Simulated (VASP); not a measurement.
# Ru (P6_3/mmc) in VASP: single point with BLYP

Aim: the single point of Ru with BLYP.

Everything below comes from runs of VASP 6.6.1. Logs are shortened: lines on timing, memory, paths and dates and some standing lists are left out, and cuts for length are marked.

**1. The cell of the first run**

The structure is hexagonal, space group P6_3/mmc (No. 194). Conventional cell: a = 2.769 Å, b = 2.769 Å, c = 4.344 Å, α = 90.00°, β = 90.00°, γ = 120.00°. Ru (site symmetry -6m2) has 12 Ru at 2.70 to 2.77 Å within 3.6 Å.

**2. Single point, BLYP, non-collinear spin, typed start, spin-orbit coupling**

Contents of INCAR:

```
SYSTEM = Ru
AGGAC    = 1.0          
AGGAX    = 1.0          
ALDAC    = 0.0          
ALDAX    = 1.0          
ALGO     = Normal         ! electronic algorithm
EDIFF    = 1E-7           ! SCF threshold, eV
ENCUT    = 520            ! plane-wave cutoff, eV
GGA      = B5             ! functional
GGA_COMPAT= .FALSE.      
ISIF     = 2              ! what is computed and relaxed
ISMEAR   = -1             ! smearing method
LASPH    = .TRUE.         ! aspherical terms in the spheres
LCHARG   = .FALSE.        ! write CHGCAR
LMAXMIX  = 4              ! l up to which the mixer works
LORBIT   = 11             ! projections on sites
LORBMOM  = .TRUE.       
LREAL    = .FALSE.        ! projectors in reciprocal space
LSORBIT  = .TRUE.         ! spin-orbit coupling
LWAVE    = .FALSE.        ! write WAVECAR
MAGMOM   = 0 0 1 0 0 1    ! initial moments
NBANDS   = 40             ! bands
NELM     = 150            ! most SCF steps
PREC     = Accurate       ! precision mode
SIGMA    = 0.05           ! smearing width, eV
```

Contents of KPOINTS:

```
k-points
0
G
  13 13 7
  0 0 0
```

Contents of POSCAR:

```
Ru
1.0
    2.7685637282      0.0000000000      0.0000000000
   -1.3842818641      2.3976465207      0.0000000000
    0.0000000000      0.0000000000      4.3443274367
Ru
2
Direct
    0.3333333333      0.6666666667      0.2500000000
    0.6666666667      0.3333333333      0.7500000000
```

Potentials or basis: VASP PAW PBE potentials, release 64 (Ru_pv).

Launch:

```
> cat potpaw_PBE.64/Ru_pv/POTCAR > POTCAR
> mpirun -np 1 vasp_ncl > vasp.out
```

OUTCAR:

```text
SYSTEM = Ru
   EDIFF = 1E-7
   ENCUT = 520
   GGA = B5
   ISIF = 2
   ISMEAR = -1
   LASPH = .TRUE.
   LORBIT = 11
   LREAL = .FALSE.
   LSORBIT = .TRUE.
   NELM = 150
   PREC = Accurate

 ion  position               nearest neighbor table
   1  0.333  0.667  0.250-   2 2.70   2 2.70   2 2.70   2 2.70   2 2.70   2 2.70
   2  0.667  0.333  0.750-   1 2.70   1 2.70   1 2.70   1 2.70   1 2.70   1 2.70

  LATTYP: Found a hexagonal cell.
 ALAT       =     2.7685637282
 C/A-ratio  =     1.5691628813

  Lattice vectors:

 A1 = (   2.7685637282,   0.0000000000,   0.0000000000)
 A2 = (  -1.3842818641,   2.3976465207,   0.0000000000)
 A3 = (   0.0000000000,   0.0000000000,   4.3443274367)

Analysis of symmetry for initial positions (statically):
=====================================================================
 Subroutine PRICEL returns:
 Original cell was already a primitive cell.

 Routine SETGRP: Setting up the symmetry group for a
 hexagonal supercell.

 Subroutine GETGRP returns: Found 24 space group operations
 (whereof 12 operations were pure point group operations)
 out of a pool of 24 trial point group operations.

The static configuration has the point symmetry D_3d.
 The point group associated with its full space group is D_6h.

Analysis of symmetry for dynamics (positions and initial velocities):
=====================================================================
 Subroutine PRICEL returns:
 Original cell was already a primitive cell.

 Routine SETGRP: Setting up the symmetry group for a
 hexagonal supercell.

 Subroutine GETGRP returns: Found 24 space group operations
 (whereof 12 operations were pure point group operations)
 out of a pool of 24 trial point group operations.

The dynamic configuration has the point symmetry D_3d.
 The point group associated with its full space group is D_6h.

Analysis of structural, dynamic, and magnetic symmetry:
=====================================================================
 Subroutine PRICEL returns:
 Original cell was already a primitive cell.

 Routine SETGRP: Setting up the symmetry group for a
 hexagonal supercell.

 Subroutine GETGRP returns: Found 12 space group operations
 (whereof  6 operations were pure point group operations)
 out of a pool of 24 trial point group operations.

The overall configuration has the point symmetry S_6 .
 The point group associated with its full space group is C_6h.

 Subroutine INISYM returns: Found 12 space group operations
 (whereof  6 operations are pure point group operations),
 and found     1 'primitive' translations

----------------------------------------------------------------------------------------

                                     Primitive cell

  volume of cell :      28.8378

  direct lattice vectors                    reciprocal lattice vectors
     2.768563728  0.000000000  0.000000000     0.361198115  0.208537829  0.000000000
    -1.384281864  2.397646521  0.000000000     0.000000000  0.417075658  0.000000000
     0.000000000  0.000000000  4.344327437     0.000000000  0.000000000  0.230185228

  length of vectors
     2.768563728  2.768563728  4.344327437     0.417075658  0.417075658  0.230185228

  position of ions in fractional coordinates (direct lattice)
     0.333333333  0.666666667  0.250000000
     0.666666667  0.333333333  0.750000000

  ion indices of the primitive-cell ions
   primitive index   ion index
                 1           1
                 2           2

----------------------------------------------------------------------------------------

 KPOINTS: k-points

Automatic generation of k-mesh.
 Grid dimensions read from file:
 generate k-points for:   13   13    7

 Generating k-lattice:

[... 101 lines left out ...]

 number of electron      28.0000012 magnetization      -0.0000000     -0.0000000      0.0006775

 number of electron      28.0000012 magnetization       0.0000000      0.0000000     -0.0000341

 Free energy of the ion-electron system (eV)
  ---------------------------------------------------
  ext. energy  EPLUGINS =         0.00000000
  ---------------------------------------------------
  free energy    TOTEN  =       -16.11632539 eV

  energy without entropy =      -16.09908814  energy(sigma->0) =      -16.10770676

 E-fermi :  12.3579     XC(G=0): -13.0867

 val. band max:       12.3481376410   @ k =   0.2308  -0.0000   0.2857
 cond. band min:      12.3804965429   @ k =  -0.3846   0.4615  -0.4286
 fundamental gap:      0.0323589019
 Fermi energy:        12.3578638334

 k-point     1 :       0.0000    0.0000    0.0000
  band No.  band energies     occupation
      1     -32.7175      1.00000
      2     -32.7175      1.00000
      3     -32.3184      1.00000
      4     -32.3184      1.00000
      5     -29.6552      1.00000
      6     -29.6552      1.00000
[... 1021 lines left out ...]
     39      22.4878      0.00000
     40      22.4879      0.00000

 [... further k-points ...]

------------------------ aborting loop because EDIFF is reached ----------------------------------------

  FORCE on cell =-STRESS in cart. coord.  units (eV):
  Direction    XX          YY          ZZ          XY          YZ          ZX
  --------------------------------------------------------------------------------------
  -------------------------------------------------------------------------------------
  Total        0.1086025      0.1086025      0.3076823     -0.0000001     -0.0000000      0.0000000
  in kB        6.0337597      6.0337597     17.0942843     -0.0000042     -0.0000000      0.0000000
  external PRESSURE =       9.7206012 kB  Pullay stress =       0.0000000 kB

 VOLUME and BASIS-vectors are now :
 -----------------------------------------------------------------------------
  energy-cutoff  :      520.00
  volume of cell :       28.84
      direct lattice vectors                 reciprocal lattice vectors
     2.768563728  0.000000000  0.000000000     0.361198115  0.208537829  0.000000000
    -1.384281864  2.397646521  0.000000000     0.000000000  0.417075658  0.000000000
     0.000000000  0.000000000  4.344327437     0.000000000  0.000000000  0.230185228

 POSITION                                       TOTAL-FORCE (eV/Angst)
 -----------------------------------------------------------------------------------
     -0.00000      1.59843      1.08608        -0.000000      0.000000     -0.000000
      1.38428      0.79922      3.25825         0.000000     -0.000000      0.000000
 -----------------------------------------------------------------------------------
    total drift:                               -0.000000      0.000000     -0.000000

  FREE ENERGIE OF THE ION-ELECTRON SYSTEM (eV)
  ---------------------------------------------------
  free  energy   TOTEN  =       -16.1163253864 eV

  energy  without entropy=      -16.0990881402  energy(sigma->0) =      -16.10770676

 orbital moment (x)

 # of ion     p       d       tot
 ----------------------------------------
  1        -0.000  -0.000  -0.000
  2         0.000   0.000   0.000
 ----------------------------------------
           -0.000   0.000   0.000

 orbital moment (y)

 # of ion     p       d       tot
 ----------------------------------------
  1        -0.000  -0.000  -0.000
  2        -0.000   0.000   0.000
 ----------------------------------------
           -0.000   0.000   0.000

 orbital moment (z)

 # of ion     p       d       tot
 ----------------------------------------
  1        -0.000  -0.000  -0.000
  2        -0.000  -0.000  -0.000
 ----------------------------------------
           -0.000  -0.000  -0.000

 Spin-Orbit-Coupling matrix elements

 Ion:    1  E_soc:     -0.2670628
 l=   1
     0.0000000    -0.0364304    -0.0364439
    -0.0364304     0.0000000    -0.0364304
    -0.0364439    -0.0364304     0.0000000
 l=   2
     0.0000000    -0.0016765     0.0000000    -0.0016765    -0.0066285
    -0.0016765     0.0000000    -0.0046268    -0.0016387    -0.0016765
     0.0000000    -0.0046268     0.0000000    -0.0046268     0.0000000
    -0.0016765    -0.0016387    -0.0046268     0.0000000    -0.0016765
    -0.0066285    -0.0016765     0.0000000    -0.0016765     0.0000000
 l=   3
     0.0000000     0.0000000     0.0000000     0.0000000     0.0000000     0.0000000     0.0000000
     0.0000000     0.0000000     0.0000000     0.0000000     0.0000000     0.0000000     0.0000000
     0.0000000     0.0000000     0.0000000     0.0000000     0.0000000     0.0000000     0.0000000
     0.0000000     0.0000000     0.0000000     0.0000000     0.0000000     0.0000000     0.0000000
     0.0000000     0.0000000     0.0000000     0.0000000     0.0000000     0.0000000     0.0000000
     0.0000000     0.0000000     0.0000000     0.0000000     0.0000000     0.0000000     0.0000000
     0.0000000     0.0000000     0.0000000     0.0000000     0.0000000     0.0000000     0.0000000

 Ion:    2  E_soc:     -0.2670628
 l=   1
     0.0000000    -0.0364304    -0.0364439
    -0.0364304     0.0000000    -0.0364304
    -0.0364439    -0.0364304     0.0000000
 l=   2
     0.0000000    -0.0016765     0.0000000    -0.0016765    -0.0066285
    -0.0016765     0.0000000    -0.0046268    -0.0016387    -0.0016765
     0.0000000    -0.0046268     0.0000000    -0.0046268     0.0000000
    -0.0016765    -0.0016387    -0.0046268     0.0000000    -0.0016765
    -0.0066285    -0.0016765     0.0000000    -0.0016765     0.0000000
 l=   3
     0.0000000     0.0000000     0.0000000     0.0000000     0.0000000     0.0000000     0.0000000
     0.0000000     0.0000000     0.0000000     0.0000000     0.0000000     0.0000000     0.0000000
     0.0000000     0.0000000     0.0000000     0.0000000     0.0000000     0.0000000     0.0000000
     0.0000000     0.0000000     0.0000000     0.0000000     0.0000000     0.0000000     0.0000000
     0.0000000     0.0000000     0.0000000     0.0000000     0.0000000     0.0000000     0.0000000
     0.0000000     0.0000000     0.0000000     0.0000000     0.0000000     0.0000000     0.0000000
     0.0000000     0.0000000     0.0000000     0.0000000     0.0000000     0.0000000     0.0000000

 total charge

# of ion       s       p       d       tot
------------------------------------------
    1        0.375   6.272   5.957  12.604
    2        0.375   6.272   5.957  12.604
--------------------------------------------------
tot          0.751  12.543  11.913  25.207

 magnetization (x)

# of ion       s       p       d       tot
------------------------------------------
    1        0.000   0.000   0.000   0.000
    2        0.000   0.000   0.000   0.000
--------------------------------------------------
tot          0.000   0.000   0.000   0.000

 magnetization (y)

# of ion       s       p       d       tot
------------------------------------------
    1        0.000   0.000   0.000   0.000
    2        0.000   0.000   0.000   0.000
--------------------------------------------------
tot          0.000   0.000   0.000   0.000

 magnetization (z)

# of ion       s       p       d       tot
------------------------------------------
    1        0.000   0.000  -0.000  -0.000
    2        0.000   0.000  -0.000  -0.000
--------------------------------------------------
tot          0.000   0.000  -0.000  -0.000
```

Wall time 1.9 min (1 thread of Intel Xeon 6975P-C (Granite Rapids), shared host); peak memory 0.34 GiB.

Results:

```yaml
Free_energy: -16.1163 eV
Pressure: 1.0 GPa
Net_moment: 0.00 μB per cell
Valence_electrons_inside_the_program's_atomic_spheres: Ru 12.60
```

Moments on the atoms (μB; x, y, z):
```
Ru  0.00 0.00 0.00
Ru  0.00 0.00 0.00
```

Caveat: the PAW data sets were made with another functional, which shifts forces and pressure a little.
